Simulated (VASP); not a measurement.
# Fe (Im-3m) in VASP: single point with PBE

Aim: the single point of Fe with PBE.

Everything below comes from runs of VASP 6.6.1. Logs are shortened: lines on timing, memory, paths and dates and some standing lists are left out, and cuts for length are marked.

**1. The cell of the first run**

It takes space group Im-3m (No. 229, cubic). Conventional cell: a = 2.923 Å, b = 2.923 Å, c = 2.923 Å, α = 90.00°, β = 90.00°, γ = 90.00°. Fe (site symmetry m-3m) has 14 Fe at 2.53 to 2.92 Å within 3.3 Å.

**2. Single point, PBE, non-collinear spin, typed start, spin-orbit coupling**

File INCAR:

```
SYSTEM = Fe
PREC = Accurate ; ENCUT = 600
EDIFF = 1E-6 ; ISMEAR = 0
SIGMA = 0.1 ; LREAL = .FALSE.
LASPH = .TRUE. ; NELM = 200
ALGO = Normal ; ISIF = 2
LWAVE = .FALSE. ; LCHARG = .FALSE.
MAGMOM = 0 0 2.2 ; LORBIT = 11
LSORBIT = .TRUE. ; GGA_COMPAT = .FALSE.
LORBMOM = .TRUE. ; LMAXMIX = 4
GGA = PE ; NBANDS = 19
```

File KPOINTS:

```
regular mesh
0
G
  5 5 5
  0 0 0
```

File POSCAR:

```
Fe
1.0
   -1.4615000000      1.4615000000      1.4615000000
    1.4615000000     -1.4615000000      1.4615000000
    1.4615000000      1.4615000000     -1.4615000000
Fe
1
Direct
    0.0000000000      0.0000000000      0.0000000000
```

Potentials or basis: VASP PAW PBE potentials, release 64 (Fe).

Run with:

```console
> cat potpaw_PBE.64/Fe/POTCAR > POTCAR
> mpirun -np 1 vasp_ncl > vasp.out
```

OUTCAR:

```text
SYSTEM = Fe
   PREC = Accurate
   ENCUT = 600
   EDIFF = 1E-6
   ISMEAR = 0
   LREAL = .FALSE.
   LASPH = .TRUE.
   NELM = 200
   ISIF = 2
   LORBIT = 11
   LSORBIT = .TRUE.
   GGA = PE

 ion  position               nearest neighbor table
   1  0.000  0.000  0.000-

  LATTYP: Found a body centered cubic cell.
 ALAT       =     2.9230000000

  Lattice vectors:

 A1 = (  -1.4615000000,   1.4615000000,   1.4615000000)
 A2 = (   1.4615000000,  -1.4615000000,   1.4615000000)
 A3 = (   1.4615000000,   1.4615000000,  -1.4615000000)

Analysis of symmetry for initial positions (statically):
=====================================================================
 Subroutine PRICEL returns:
 Original cell was already a primitive cell.

 Routine SETGRP: Setting up the symmetry group for a
 body centered cubic supercell.

 Subroutine GETGRP returns: Found 48 space group operations
[... 9 lines left out ...]

 Routine SETGRP: Setting up the symmetry group for a
 body centered cubic supercell.

 Subroutine GETGRP returns: Found 48 space group operations
 (whereof 48 operations were pure point group operations)
 out of a pool of 48 trial point group operations.

The dynamic configuration has the point symmetry O_h .

Analysis of structural, dynamic, and magnetic symmetry:
=====================================================================
 Subroutine PRICEL returns:
 Original cell was already a primitive cell.

 Routine SETGRP: Setting up the symmetry group for a
 body centered cubic supercell.

 Subroutine GETGRP returns: Found  8 space group operations
 (whereof  8 operations were pure point group operations)
 out of a pool of 48 trial point group operations.

The overall configuration has the point symmetry C_4h.

 Subroutine INISYM returns: Found  8 space group operations
 (whereof  8 operations are pure point group operations),
 and found     1 'primitive' translations

----------------------------------------------------------------------------------------

                                     Primitive cell

  volume of cell :      12.4870

  direct lattice vectors                    reciprocal lattice vectors
    -1.461500000  1.461500000  1.461500000     0.000000000  0.342114266  0.342114266
     1.461500000 -1.461500000  1.461500000     0.342114266  0.000000000  0.342114266
     1.461500000  1.461500000 -1.461500000     0.342114266  0.342114266  0.000000000

  length of vectors
     2.531392255  2.531392255  2.531392255     0.483822635  0.483822635  0.483822635

  position of ions in fractional coordinates (direct lattice)
     0.000000000  0.000000000  0.000000000

  ion indices of the primitive-cell ions
   primitive index   ion index
                 1           1

----------------------------------------------------------------------------------------

 KPOINTS: regular mesh

Automatic generation of k-mesh.
 Grid dimensions read from file:
 generate k-points for:    5    5    5

 Generating k-lattice:

  Cartesian coordinates                     Fractional coordinates (reciprocal lattice)
     0.000000000  0.068422853  0.068422853     0.200000000  0.000000000  0.000000000
     0.068422853  0.000000000  0.068422853     0.000000000  0.200000000  0.000000000
     0.068422853  0.068422853  0.000000000     0.000000000  0.000000000  0.200000000

  Length of vectors
     0.096764527  0.096764527  0.096764527

  Shift w.r.t. Gamma in fractional coordinates (k-lattice)
     0.000000000  0.000000000  0.000000000

 Subroutine IBZKPT returns following result:
 ===========================================

 Found     21 irreducible k-points:

 Following reciprocal coordinates:
            Coordinates               Weight
  0.000000  0.000000  0.000000      1.000000
  0.200000  0.000000  0.000000      8.000000
  0.000000  0.000000  0.200000      4.000000
[... 31 lines left out ...]
   LNONCOLLINEAR =      T non collinear calculations
   LSORBIT =      T    spin-orbit coupling
   LASPH  =      T    aspherical Exc in radial PAW
   ENCUT  =  600.0 eV  44.10 Ry    6.64 a.u.   5.06  5.06  5.06*2*pi/ulx,y,z
   NELM   =    200;   NELMIN=  2; NELMDL= -5     # of ELM steps
   EDIFF  = 0.1E-05   stopping-criterion for ELM
   LREAL  =      F    real-space projection
   EDIFFG = 0.1E-04   stopping-criterion for IOM
   NSW    =      0    number of steps for IOM
   IBRION =     -1    ionic relax: 0-MD 1-quasi-New 2-CG
   NFREE  =      0    steps in history (QN), initial steepest desc. (CG)
   ISIF   =      2    stress and relaxation
   ISYM   =      2    0-nonsym 1-usesym 2-fastsym
   POTIM  = 0.5000    time-step for ionic-motion
   TEBEG  =    0.0;   TEEND  =   0.0 temperature during run
   PSTRESS=    0.0 pullay stress
   NELECT =       8.0000    total number of electrons
   NUPDOWN=      -1.0000    fix difference up-down
   EMIN   =  10.00;   EMAX   =-10.00  energy-range for DOS
   EFERMI =   0.00;   METHOD = LEGACY
   ISMEAR =     0;   SIGMA  =   0.10  broadening in eV -4-tet -1-fermi 0-gaus
   EFERMI_NEDOS =   21; number of points for ismear=-14 and -15
   IALGO  =     38    algorithm
   IMIX   =      4    mixing-type and parameters
     AMIX     =   0.40;   BMIX     =  1.00
     AMIX_MAG =   1.60;   BMIX_MAG =  1.00
  volume/ion in A,a.u.               =      12.49        84.27
  Fermi-wavevector in a.u.,A,eV,Ry     =   1.411300  2.666970 27.099645  1.991768
  Thomas-Fermi vector in A             =   2.533166
   LORBIT       =     11    0 simple, 1 ext, 2 COOP (PROOUT), +10 PAW based schemes
   GGA     = PE    functional components
   LHFCALC =     F    Hartree Fock is set to
   AEXX    =    0.0000 exact exchange contribution
   IVDW    =     0    specifies the selected vdW correction
   LEPSILON=     F    determine dielectric tensor
   LRPA    =     F    only Hartree local field effects (RPA)
 Gauss-broadening in eV      SIGMA  =   0.10
  energy-cutoff  :      600.00
  volume of cell :       12.49
 maximum number of plane-waves:       858
   NGX = 11   NGY = 11   NGZ = 11

 number of electron       7.9999996 magnetization       0.0000000      0.0000000      2.4514439

 number of electron       7.9999996 magnetization      -0.0000000     -0.0000000      2.4514026

 number of electron       7.9999996 magnetization      -0.0000000      0.0000000      2.4514158

 Free energy of the ion-electron system (eV)
  ---------------------------------------------------
  ext. energy  EPLUGINS =         0.00000000
  ---------------------------------------------------
  free energy    TOTEN  =        -8.13940199 eV

  energy without entropy =       -8.13204165  energy(sigma->0) =       -8.13572182

 E-fermi :   4.8600     XC(G=0): -12.5842

 val. band max:        4.8596883749   @ k =   0.0000   0.0000   0.0000
 cond. band min:       4.8819917067   @ k =   0.0000   0.0000   0.0000
 fundamental gap:      0.0223033317
 Fermi energy:         4.8600304440

 k-point     1 :       0.0000    0.0000    0.0000
  band No.  band energies     occupation
      1      -3.0118      1.00000
      2      -2.8101      1.00000
      3       2.7003      1.00000
      4       2.7254      1.00000
      5       2.7588      1.00000
      6       3.7697      1.00000
[... 439 lines left out ...]
      6       4.3496      1.00000
[... 11 lines left out ...]
     18      20.8564      0.00000
     19      21.3767      0.00000

------------------------ aborting loop because EDIFF is reached ----------------------------------------

  FORCE on cell =-STRESS in cart. coord.  units (eV):
  Direction    XX          YY          ZZ          XY          YZ          ZX
  --------------------------------------------------------------------------------------
  -------------------------------------------------------------------------------------
  Total       -0.8892556     -0.8892556     -0.8880594      0.0000004      0.0000000     -0.0000000
  in kB     -114.0987159   -114.0987159   -113.9452330      0.0000546      0.0000000     -0.0000000
  external PRESSURE =    -114.0475549 kB  Pullay stress =       0.0000000 kB

 VOLUME and BASIS-vectors are now :
 -----------------------------------------------------------------------------
  energy-cutoff  :      600.00
  volume of cell :       12.49
      direct lattice vectors                 reciprocal lattice vectors
    -1.461500000  1.461500000  1.461500000     0.000000000  0.342114266  0.342114266
     1.461500000 -1.461500000  1.461500000     0.342114266  0.000000000  0.342114266
     1.461500000  1.461500000 -1.461500000     0.342114266  0.342114266  0.000000000

 POSITION                                       TOTAL-FORCE (eV/Angst)
 -----------------------------------------------------------------------------------
      0.00000      0.00000      0.00000         0.000000     -0.000000     -0.000000
 -----------------------------------------------------------------------------------
    total drift:                                0.000000     -0.000000      0.000000

  FREE ENERGIE OF THE ION-ELECTRON SYSTEM (eV)
  ---------------------------------------------------
  free  energy   TOTEN  =        -8.1394019881 eV

  energy  without entropy=       -8.1320416466  energy(sigma->0) =       -8.13572182

 orbital moment (x)

 # of ion     p       d       tot
 ----------------------------------------
  1         0.000   0.000   0.000
 ----------------------------------------
            0.000   0.000   0.000

 orbital moment (y)

 # of ion     p       d       tot
 ----------------------------------------
  1        -0.000   0.000   0.000
 ----------------------------------------
           -0.000   0.000   0.000

 orbital moment (z)

 # of ion     p       d       tot
 ----------------------------------------
  1         0.000   0.051   0.052
 ----------------------------------------
            0.000   0.051   0.052

 Spin-Orbit-Coupling matrix elements

 Ion:    1  E_soc:     -0.0134757
 l=   1
     0.0000000    -0.0003213    -0.0002775
    -0.0003213     0.0000000    -0.0003213
    -0.0002775    -0.0003213     0.0000000
 l=   2
     0.0000000    -0.0005126     0.0000000    -0.0005126    -0.0011611
    -0.0005126     0.0000000    -0.0011908    -0.0004523    -0.0003989
     0.0000000    -0.0011908     0.0000000    -0.0011908     0.0000000
    -0.0005126    -0.0004523    -0.0011908     0.0000000    -0.0003989
    -0.0011611    -0.0003989     0.0000000    -0.0003989     0.0000000
 l=   3
     0.0000000     0.0000000     0.0000000     0.0000000     0.0000000     0.0000000     0.0000000
     0.0000000     0.0000000     0.0000000     0.0000000     0.0000000     0.0000000     0.0000000
     0.0000000     0.0000000     0.0000000     0.0000000     0.0000000     0.0000000     0.0000000
     0.0000000     0.0000000     0.0000000     0.0000000     0.0000000     0.0000000     0.0000000
     0.0000000     0.0000000     0.0000000     0.0000000     0.0000000     0.0000000     0.0000000
     0.0000000     0.0000000     0.0000000     0.0000000     0.0000000     0.0000000     0.0000000
     0.0000000     0.0000000     0.0000000     0.0000000     0.0000000     0.0000000     0.0000000

 total charge

# of ion       s       p       d       tot
------------------------------------------
    1        0.449   0.465   6.177   7.091

 magnetization (x)

# of ion       s       p       d       tot
------------------------------------------
    1        0.000   0.000   0.000   0.000

 magnetization (y)

# of ion       s       p       d       tot
------------------------------------------
    1        0.000   0.000   0.000   0.000

 magnetization (z)

# of ion       s       p       d       tot
------------------------------------------
    1       -0.015  -0.037   2.503   2.451
```

Wall time 31 s (1 thread of Intel Xeon 6975P-C (Granite Rapids), shared host); peak memory 0.16 GiB.

Results:

```
Free energy                                           : -8.1394 eV
Pressure                                              : -11.4 GPa
Net moment                                            : 2.45 μB per cell
Valence electrons inside the program's atomic spheres : Fe 7.09
```

Moments on the atoms (μB; x, y, z):
```
Fe  0.00 0.00 2.45
```

Caveat: the k points lie up to 0.61 Å⁻¹ apart.
